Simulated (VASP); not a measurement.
# Au (Im-3m) in VASP: notebook, part 2 of 2

VASP 6.6.1. The steps go on from the part before.

## (4) Relaxation of cell and atoms, PBE, target pressure 0.86 GPa, at which the enthalpy is minimised

Input file INCAR:

```
ALGO = Normal ; EDIFF = 1E-6
EDIFFG = -0.005 ; ENCUT = 600
GGA = PE ; IBRION = 2
ISIF = 3 ; ISMEAR = -1
LASPH = True ; LCHARG = False
LREAL = False ; LWAVE = False
NELM = 100 ; NSW = 60
PREC = Accurate ; PSTRESS = 8.6
SIGMA = 0.08
```

Input file KPOINTS:

```
k-points
0
Gamma
  16 16 16
```

Input file POSCAR:

```
Au
1.0
   -1.6467027872      1.6467027872      1.6467027872
    1.6467027872     -1.6467027872      1.6467027872
    1.6467027872      1.6467027872     -1.6467027872
Au
1
Direct
    0.0000000000      0.0000000000      0.0000000000
```

Potentials or basis: VASP PAW PBE potentials, release 64 (Au).

Launch:

```console
> cat potpaw_PBE.64/Au/POTCAR > POTCAR
> mpirun -np 1 vasp_std > vasp.out
```

OUTCAR:

```text
EDIFF = 1E-6
   EDIFFG = -0.005
   ENCUT = 600
   GGA = PE
   IBRION = 2
   ISIF = 3
   ISMEAR = -1
   LASPH = True
   LREAL = False
   NELM = 100
   NSW = 60
   PREC = Accurate
   PSTRESS = 8.6

 ion  position               nearest neighbor table
   1  0.000  0.000  0.000-

  LATTYP: Found a body centered cubic cell.
 ALAT       =     3.2934055744

  Lattice vectors:

 A1 = (  -1.6467027872,   1.6467027872,   1.6467027872)
 A2 = (   1.6467027872,  -1.6467027872,   1.6467027872)
 A3 = (   1.6467027872,   1.6467027872,  -1.6467027872)

Analysis of symmetry for initial positions (statically):
=====================================================================
 Subroutine PRICEL returns:
 Original cell was already a primitive cell.

 Routine SETGRP: Setting up the symmetry group for a
 body centered cubic supercell.

 Subroutine GETGRP returns: Found 48 space group operations
[... 9 lines left out ...]

 Routine SETGRP: Setting up the symmetry group for a
 body centered cubic supercell.

 Subroutine GETGRP returns: Found 48 space group operations
[... 11 lines left out ...]
                                     Primitive cell

  volume of cell :      17.8610

  direct lattice vectors                    reciprocal lattice vectors
    -1.646702787  1.646702787  1.646702787     0.000000000  0.303637064  0.303637064
     1.646702787 -1.646702787  1.646702787     0.303637064  0.000000000  0.303637064
     1.646702787  1.646702787 -1.646702787     0.303637064  0.303637064  0.000000000

  length of vectors
     2.852172892  2.852172892  2.852172892     0.429407654  0.429407654  0.429407654

  position of ions in fractional coordinates (direct lattice)
     0.000000000  0.000000000  0.000000000

  ion indices of the primitive-cell ions
   primitive index   ion index
                 1           1
[... 93 lines left out ...]
  volume/ion in A,a.u.               =      17.86       120.53
  Fermi-wavevector in a.u.,A,eV,Ry     =   1.392848  2.632102 26.395664  1.940027
  Thomas-Fermi vector in A             =   2.516551
   LORBIT       =      0    0 simple, 1 ext, 2 COOP (PROOUT), +10 PAW based schemes
   GGA     = PE    functional components
   LHFCALC =     F    Hartree Fock is set to
   AEXX    =    0.0000 exact exchange contribution
   IVDW    =     0    specifies the selected vdW correction
   LEPSILON=     F    determine dielectric tensor
   LRPA    =     F    only Hartree local field effects (RPA)
 conjugate gradient relaxation of ions
 non-spin polarized calculation
  energy-cutoff  :      600.00
  volume of cell :       17.86
 maximum number of plane-waves:       611
   NGX = 11   NGY = 11   NGZ = 11

--------------------------------------- Ionic step        1  -------------------------------------------

 number of electron      11.0000000 magnetization

 Free energy of the ion-electron system (eV)
  ---------------------------------------------------
  ext. energy  EPLUGINS =         0.00000000
  ---------------------------------------------------
  free energy    TOTEN  =        -3.20199627 eV

  energy without entropy =       -3.19598221  energy(sigma->0) =       -3.19898924

------------------------ aborting loop because EDIFF is reached ----------------------------------------

  FORCE on cell =-STRESS in cart. coord.  units (eV):
  Direction    XX          YY          ZZ          XY          YZ          ZX
  --------------------------------------------------------------------------------------
  -------------------------------------------------------------------------------------
  Total        0.1051617      0.1051617      0.1051617      0.0000000     -0.0000000     -0.0000000
  in kB        9.4332766      9.4332766      9.4332766      0.0000000     -0.0000000     -0.0000000
  external PRESSURE =       0.8332766 kB  Pullay stress =       8.6000000 kB
[... 61 lines left out ...]
--------------------------------------- Ionic step        3  -------------------------------------------

 number of electron      11.0000000 magnetization

 Free energy of the ion-electron system (eV)
  ---------------------------------------------------
  ext. energy  EPLUGINS =         0.00000000
  ---------------------------------------------------
  free energy    TOTEN  =        -3.20205537 eV

  energy without entropy =       -3.19602389  energy(sigma->0) =       -3.19903963

 E-fermi :   8.7522     XC(G=0): -12.4367

 val. band max:        8.7000085439   @ k =  -0.4375   0.4375   0.1250
 cond. band min:       8.7576380035   @ k =   0.3750   0.0625   0.0625
 fundamental gap:      0.0576294596
 Fermi energy:         8.7521945912

 k-point     1 :       0.0000    0.0000    0.0000
  band No.  band energies     occupation
      1      -0.6513      2.00000
      2       4.0806      2.00000
      3       4.0806      2.00000
      4       4.0806      2.00000
      5       5.8719      2.00000
      6       5.8719      2.00000
      7      25.2126      0.00000
      8      25.2126      0.00000
      9      25.2126      0.00000
[... 265 lines left out ...]
 k-point    24 :       0.2500    0.1875    0.0000
  band No.  band energies     occupation
      1       2.4458      2.00000
      2       3.4841      2.00000
      3       4.1331      2.00000
      4       5.5602      2.00000
      5       6.1064      2.00000
      6       7.8802      1.99996
      7      16.5565      0.00000
      8      19.5410      0.00000
      9      23.1367      0.00000

 [... further k-points ...]
[... 5 lines left out ...]
  --------------------------------------------------------------------------------------
  -------------------------------------------------------------------------------------
  Total        0.0943354      0.0943354      0.0943354      0.0000000      0.0000000      0.0000000
  in kB        8.4571020      8.4571020      8.4571020      0.0000000      0.0000000      0.0000000
  external PRESSURE =      -0.1428980 kB  Pullay stress =       8.6000000 kB
[... 20 lines left out ...]
  energy  without entropy=       -3.1960238867  energy(sigma->0) =       -3.19903963

  enthalpy is  TOTEN    =        -3.1061260293 eV   P V=        0.0959293404

 reached required accuracy - stopping structural energy minimisation
```

OSZICAR:

```text
N       E                     dE             d eps       ncg     rms          rms(c)
DAV:   1     0.479520648282E+02    0.47952E+02   -0.62955E+03  2778   0.122E+03
DAV:   2    -0.305381958126E+01   -0.51006E+02   -0.48085E+02  2690   0.212E+02
[... 16 lines left out ...]
   2 F= -.31061209E+01 E0= -.31030938E+01  d E =0.295530E-05
       N       E                     dE             d eps       ncg     rms          rms(c)
DAV:   1    -0.320212748387E+01   -0.52105E-05   -0.15071E-03  2629   0.429E-01    0.521E-02
DAV:   2    -0.320205695833E+01    0.70526E-04   -0.25181E-04  2624   0.151E-01    0.198E-02
DAV:   3    -0.320205470264E+01    0.22557E-05   -0.12547E-05  2613   0.319E-02    0.152E-02
DAV:   4    -0.320205536969E+01   -0.66705E-06   -0.49478E-07  1552   0.629E-03
   3 F= -.31061260E+01 E0= -.31031103E+01  d E =-.214508E-05
```

CONTCAR:

```text
Au
   1.00000000000000
    -1.6470288230063717    1.6470288230063717    1.6470288230063717
     1.6470288230063717   -1.6470288230063717    1.6470288230063717
     1.6470288230063717    1.6470288230063717   -1.6470288230063717
  Au
     1
Direct
     0.0000000000000000    0.0000000000000000    0.0000000000000000

  0.00000000E+00  0.00000000E+00  0.00000000E+00
```

Run time: 13 s. Hardware: 1 thread of Intel Xeon 6975P-C (Granite Rapids), shared host; peak memory 0.16 GiB.

Results:

```
Free energy                                            : -3.2021 eV
Relaxed volume                                         : 17.87 Å³/atom
Relaxed cell                                           : a = 2.853 Å, b = 2.853 Å, c = 2.853 Å, α = 109.47°, β = 109.47°, γ = 109.47°
Space group after relaxing (to 0.05 Å)                 : Im-3m (No. 229)
Energy change on relaxing (the enthalpy is what falls) : -0.1 meV/atom
Ionic steps                                            : 3
Pressure after relaxing                                : 0.8 GPa
```

Final structure:
```
CELL_PARAMETERS angstrom
-1.64703 1.64703 1.64703
1.64703 -1.64703 1.64703
1.64703 1.64703 -1.64703
ATOMIC_POSITIONS crystal
Au 0.00000 0.00000 0.00000
```

Caveat: the cell is relaxed towards a set pressure, so the enthalpy falls and the energy may rise; spin-orbit coupling is left out, which moves the levels of the heavy elements.

## (5) Relaxation of cell and atoms, PBE, target pressure 0.86 GPa, at which the enthalpy is minimised

Input file INCAR:

```
PREC = Accurate
ENCUT = 600
EDIFF = 1E-6
ISMEAR = -1
SIGMA = 0.08
LREAL = False
LASPH = True
NELM = 60
ALGO = Normal
ISIF = 3
LWAVE = False
LCHARG = False
GGA = PE
IBRION = 2
NSW = 32
EDIFFG = -0.005
PSTRESS = 8.6
```

Input file KPOINTS:

```
regular mesh
0
Gamma
  16 16 16
```

Input file POSCAR:

```
Au
1.0
   -1.6476004799      1.6476004799      1.6476004799
    1.6476004799     -1.6476004799      1.6476004799
    1.6476004799      1.6476004799     -1.6476004799
Au
1
Direct
    0.0000000000      0.0000000000      0.0000000000
```

Launch:

```console
> cat potpaw_PBE.64/Au/POTCAR > POTCAR
> mpirun -np 1 vasp_std > vasp.out
```

It took 13 s on 1 thread of Intel Xeon 6975P-C (Granite Rapids), shared host; peak memory 0.16 GiB.

The run converged. Its results:

```
Free energy                                            : -3.2021 eV
Relaxed volume                                         : 17.87 Å³/atom
Relaxed cell                                           : a = 2.853 Å, b = 2.853 Å, c = 2.853 Å, α = 109.47°, β = 109.47°, γ = 109.47°
Space group after relaxing (to 0.05 Å)                 : Im-3m (No. 229)
Energy change on relaxing (the enthalpy is what falls) : +0.1 meV/atom
Ionic steps                                            : 3
Pressure after relaxing                                : 0.9 GPa
```

Final structure:
```
Au
1.0
    -1.64702    1.64702    1.64702
     1.64702   -1.64702    1.64702
     1.64702    1.64702   -1.64702
Au
1
Direct
  0.00000 0.00000 0.00000
```

Levels at points of the mesh, in eV from the Fermi level:
```csv
k point,band 2,band 3,band 4,band 5,band 6,band 7,band 8,band 9
"(0.00, 0.00, 0.00)",-4.67,-4.67,-4.67,-2.88,-2.88,16.46,16.46,16.46
"(0.50, 0.00, 0.00)",-5.68,-3.02,-2.70,-1.46,-0.47,3.25,12.31,13.55
"(0.50, 0.50, 0.50)",-6.47,-1.81,-1.81,-1.81,6.22,6.22,6.22,9.13
```

Caveat: the cell is relaxed towards a set pressure, so the enthalpy falls and the energy may rise; spin-orbit coupling is left out, which moves the levels of the heavy elements.

## (6) Overview

```tsv
task	cell	cutoff (eV)	gap on the mesh (eV)	pressure (GPa)
single point	a = 2.854 Å, angles 109.5°, 1 atom	520	none	0.6
relaxation of cell and atoms	relaxed to 0.86 GPa from a = 2.852 Å, angles 109.5°, 1 atom	600	none	0.8
relaxation of cell and atoms	relaxed to 0.86 GPa from a = 2.854 Å, angles 109.5°, 1 atom	600	none	0.9
```

Alike in all rows: level PBE; potentials or basis VASP PAW PBE potentials, release 64 (Au); no spin polarisation; k mesh 16 × 16 × 16; smearing fermi-dirac 0.08 eV.

Caveats: spin-orbit coupling is left out, which moves the levels of the heavy elements; the cell is relaxed towards a set pressure, so the enthalpy falls and the energy may rise (some runs).

Total energies depend on the potentials used, so only differences within one code and one set of settings carry meaning.
